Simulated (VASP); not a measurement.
# Si2Mo (MoSi2 type) (I4/mmm) in VASP: single point with LDA

Aim: the single point of Si2Mo (MoSi2 type) with LDA.

Everything below comes from runs of VASP 6.6.1. Logs are shortened: lines on timing, memory, paths and dates and some standing lists are left out, and cuts for length are marked.

## Step 1: The cell of the first run

It takes space group I4/mmm (No. 139, tetragonal). The conventional cell has a = 2.664 Å, b = 2.664 Å, c = 6.846 Å, α = 90.00°, β = 90.00°, γ = 90.00°. Mo (site symmetry 4/mmm) has 10 Si at 2.21 to 2.26 Å and 4 Mo at 2.66 Å within 2.9 Å. Within 2.9 Å of Si (site symmetry 4mm) lie 9 Si at 2.18 to 2.66 Å and 5 Mo at 2.21 to 2.26 Å.

## Step 2: Single point, LDA (8.10 Å³/atom)

POSCAR

```
Si2Mo
1.0
   -1.3319652278      1.3319652278      3.4230049879
    1.3319652278     -1.3319652278      3.4230049879
    1.3319652278      1.3319652278     -3.4230049879
Mo Si
1 2
Direct
    0.0000000000      0.0000000000      0.0000000000
    0.3298981679      0.3298981679      0.0000000000
   -0.3298981679     -0.3298981679      0.0000000000
```

INCAR.step1

```
SYSTEM = Si2Mo
ALGO = Normal
EDIFF = 1E-6
ENCUT = 520
ISIF = 2
ISMEAR = -1
LASPH = .TRUE.
LCHARG = .TRUE.
LMAXMIX = 4
LREAL = .FALSE.
LWAVE = .FALSE.
NBANDS = 18
NELM = 60
PREC = Accurate
SIGMA = 0.05
```

KPOINTS.step1

```
k-points
0
G
  15 15 15
  0 0 0
```

INCAR.step2

```
SYSTEM = Si2Mo
ALGO = Normal
EDIFF = 1E-6
ENCUT = 520
ICHARG = 11
ISIF = 2
ISMEAR = -5
LASPH = .TRUE.
LCHARG = .FALSE.
LMAXMIX = 4
LORBIT = 10
LREAL = .FALSE.
LWAVE = .FALSE.
NEDOS = 1001
NELM = 60
PREC = Accurate
SIGMA = 0.05
```

KPOINTS.step2

```
k-points
0
G
  23 23 23
  0 0 0
```

Potentials or basis: VASP PAW LDA potentials, release 64 (Mo_sv, Si).

Run with:

```bash
cat potpaw_LDA.64/Mo_sv/POTCAR potpaw_LDA.64/Si/POTCAR > POTCAR
cp INCAR.step1 INCAR
cp KPOINTS.step1 KPOINTS
mpirun -np 1 vasp_std > vasp.out
cp INCAR.step2 INCAR
cp KPOINTS.step2 KPOINTS
mpirun -np 1 vasp_std > vasp.out
```

OUTCAR:

```text
SYSTEM = Si2Mo
   EDIFF = 1E-6
   ENCUT = 520
   ICHARG = 11
   ISIF = 2
   ISMEAR = -5
   LASPH = .TRUE.
   LORBIT = 10
   LREAL = .FALSE.
   NELM = 60
   PREC = Accurate

 ion  position               nearest neighbor table
   1  0.000  0.000  0.000-   3 2.21   3 2.21   2 2.21   3 2.21   2 2.21   2 2.21   3 2.21   2 2.21
                             2 2.26   3 2.26
   2  0.330  0.330  0.000-   3 2.18   3 2.18   3 2.18   3 2.18   1 2.21   1 2.21   1 2.21   1 2.21
                             1 2.26   3 2.33
   3  0.670  0.670  0.000-   2 2.18   2 2.18   2 2.18   2 2.18   1 2.21   1 2.21   1 2.21   1 2.21
                             1 2.26   2 2.33

  LATTYP: Found a body centered tetragonal cell.
 ALAT       =     2.6639304556
 C/A-ratio  =     2.5698906521

  Lattice vectors:

 A1 = (  -1.3319652278,   1.3319652278,   3.4230049879)
 A2 = (   1.3319652278,  -1.3319652278,   3.4230049879)
 A3 = (   1.3319652278,   1.3319652278,  -3.4230049879)

Analysis of symmetry for initial positions (statically):
=====================================================================
 Subroutine PRICEL returns:
 Original cell was already a primitive cell.

 Routine SETGRP: Setting up the symmetry group for a
 body centered tetragonal supercell.

 Subroutine GETGRP returns: Found 16 space group operations
 (whereof 16 operations were pure point group operations)
 out of a pool of 16 trial point group operations.

The static configuration has the point symmetry D_4h.

Analysis of symmetry for dynamics (positions and initial velocities):
=====================================================================
 Subroutine PRICEL returns:
 Original cell was already a primitive cell.

 Routine SETGRP: Setting up the symmetry group for a
 body centered tetragonal supercell.

 Subroutine GETGRP returns: Found 16 space group operations
 (whereof 16 operations were pure point group operations)
 out of a pool of 16 trial point group operations.

The dynamic configuration has the point symmetry D_4h.

 Subroutine INISYM returns: Found 16 space group operations
 (whereof 16 operations are pure point group operations),
 and found     1 'primitive' translations

----------------------------------------------------------------------------------------

                                     Primitive cell

  volume of cell :      24.2914

[... 111 lines left out ...]
     AMIX     =   0.40;   BMIX     =  1.00
     AMIX_MAG =   1.60;   BMIX_MAG =  1.00
  volume/ion in A,a.u.               =       8.10        54.64
  Fermi-wavevector in a.u.,A,eV,Ry     =   1.583913  2.993161 34.134025  2.508780
  Thomas-Fermi vector in A             =   2.683611
   LORBIT       =     10    0 simple, 1 ext, 2 COOP (PROOUT), +10 PAW based schemes
   GGA     = CA    functional components
   LHFCALC =     F    Hartree Fock is set to
   AEXX    =    0.0000 exact exchange contribution
   IVDW    =     0    specifies the selected vdW correction
   LEPSILON=     F    determine dielectric tensor
   LRPA    =     F    only Hartree local field effects (RPA)
 non-spin polarized calculation
 Fermi weights with tetrahedron method with Bloechl corrections
  energy-cutoff  :      520.00
  volume of cell :       24.29
 maximum number of plane-waves:       671
 NGX is ok and might be reduce to    30

 number of electron      22.0000001 magnetization

 Free energy of the ion-electron system (eV)
  ---------------------------------------------------
  ext. energy  EPLUGINS =         0.00000000
  ---------------------------------------------------
  free energy    TOTEN  =       -16.65275924 eV

  energy without entropy =      -16.65275924  energy(sigma->0) =      -16.65275924

 E-fermi :  21.4381     XC(G=0): -15.1149

 val. band max:       21.4876999506   @ k =  -0.4783   0.4348   0.0000
 cond. band min:      21.4432632536   @ k =  -0.3478   0.3913   0.3478
 fundamental gap:     -0.0444366971
 Fermi energy:        21.4381245690

 k-point     1 :       0.0000    0.0000    0.0000
  band No.  band energies     occupation
      1     -38.6735      2.00000
      2     -13.6813      2.00000
      3     -12.7054      2.00000
      4     -12.7054      2.00000
      5       3.8643      2.00000
      6      11.5718      2.00000
      7      15.1798      2.00000
      8      17.4606      2.00000
      9      17.4606      2.00000
     10      18.6370      2.00000
     11      22.0830      0.00000
     12      22.6227      0.00000
     13      27.8649      0.00000
     14      27.8650      0.00000
[... 401 lines left out ...]
      2     -14.3720      2.00000
      3     -13.5214      2.00000
      4     -12.5645      2.00000
      5       8.0660      2.00000
      6      10.3819      2.00000
      7      14.2318      2.00000
      8      15.8260      2.00000
      9      16.4863      2.00000
     10      18.0465      2.00000
     11      19.9488      2.00000
     12      25.4222      0.00000
     13      25.8511      0.00000
     14      26.5348      0.00000
     15      28.9040      0.00000

 [... further k-points ...]

------------------------ aborting loop because EDIFF is reached ----------------------------------------

  FORCE on cell =-STRESS in cart. coord.  units (eV):
  Direction    XX          YY          ZZ          XY          YZ          ZX
  --------------------------------------------------------------------------------------
  -------------------------------------------------------------------------------------
  Total       44.5498935     44.5498935     44.5811963      0.0000000      0.0000000      0.0000000
  in kB     2938.3529030   2938.3529030   2940.4175257      0.0000000      0.0000000      0.0000000
  external PRESSURE =    2939.0411106 kB  Pullay stress =       0.0000000 kB

 VOLUME and BASIS-vectors are now :
 -----------------------------------------------------------------------------
  energy-cutoff  :      520.00
  volume of cell :       24.29
      direct lattice vectors                 reciprocal lattice vectors
    -1.331965228  1.331965228  3.423004988     0.000000000  0.375385175  0.146070485
     1.331965228 -1.331965228  3.423004988     0.375385175  0.000000000  0.146070485
     1.331965228  1.331965228 -3.423004988     0.375385175  0.375385175  0.000000000

 POSITION                                       TOTAL-FORCE (eV/Angst)
 -----------------------------------------------------------------------------------
      0.00000      0.00000      0.00000         0.000000      0.000000      0.000000
      0.00000      0.00000      2.25849         0.000000      0.000000     -0.051152
      0.00000      0.00000      4.58752        -0.000000     -0.000000      0.051152
 -----------------------------------------------------------------------------------
    total drift:                               -0.000000      0.000000     -0.000000

  FREE ENERGIE OF THE ION-ELECTRON SYSTEM (eV)
  ---------------------------------------------------
  free  energy   TOTEN  =       -16.6527592390 eV

  energy  without entropy=      -16.6527592390  energy(sigma->0) =      -16.65275924

 total charge

# of ion       s       p       d       tot
------------------------------------------
    1        2.505   6.526   5.596  14.627
    2        0.823   1.342   0.000   2.166
    3        0.823   1.342   0.000   2.166
--------------------------------------------------
tot          4.152   9.211   5.596  18.959
```

OSZICAR.step1:

```text
N       E                     dE             d eps       ncg     rms          rms(c)
DAV:   1     0.152952995091E+03    0.15295E+03   -0.11797E+04 10392   0.123E+03
DAV:   2    -0.137527087983E+02   -0.16671E+03   -0.16300E+03 11490   0.344E+02
DAV:   3    -0.174411249371E+02   -0.36884E+01   -0.36614E+01 12730   0.477E+01
DAV:   4    -0.174587569462E+02   -0.17632E-01   -0.17624E-01 11896   0.353E+00
DAV:   5    -0.174588474726E+02   -0.90526E-04   -0.90521E-04 12026   0.271E-01    0.650E+01
DAV:   6    -0.168033205425E+02    0.65553E+00   -0.18865E+00 11612   0.122E+01    0.263E+01
DAV:   7    -0.166737408462E+02    0.12958E+00   -0.10930E-01 11242   0.255E+00    0.959E+00
DAV:   8    -0.166561441263E+02    0.17597E-01   -0.18359E-02 11954   0.111E+00    0.486E-01
DAV:   9    -0.166557856937E+02    0.35843E-03   -0.76129E-04 11388   0.224E-01    0.277E-01
DAV:  10    -0.166557098282E+02    0.75865E-04   -0.17214E-04 11772   0.106E-01    0.128E-01
DAV:  11    -0.166557072062E+02    0.26220E-05   -0.13026E-05 11648   0.327E-02    0.187E-02
DAV:  12    -0.166557071429E+02    0.63369E-07   -0.34125E-07  6260   0.611E-03
   1 F= -.16655707E+02 E0= -.16654941E+02  d E =-.153170E-02
```

Run time: 3.5 min. Hardware: 1 thread of Intel Xeon 6975P-C (Granite Rapids), shared host; peak memory 0.47 GiB.

Results:

| Item | Value |
| --- | --- |
| Valence electrons inside the program's atomic spheres | Mo 14.63; Si 2.17 |

Levels at points of the mesh, in eV from the Fermi level:
| k point | band 9 | band 10 | band 11 | band 12 | band 13 | band 14 |
| --- | --- | --- | --- | --- | --- | --- |
| (0.00, 0.00, 0.00) | -3.98 | -2.80 | 0.64 | 1.18 | 6.43 | 6.43 |
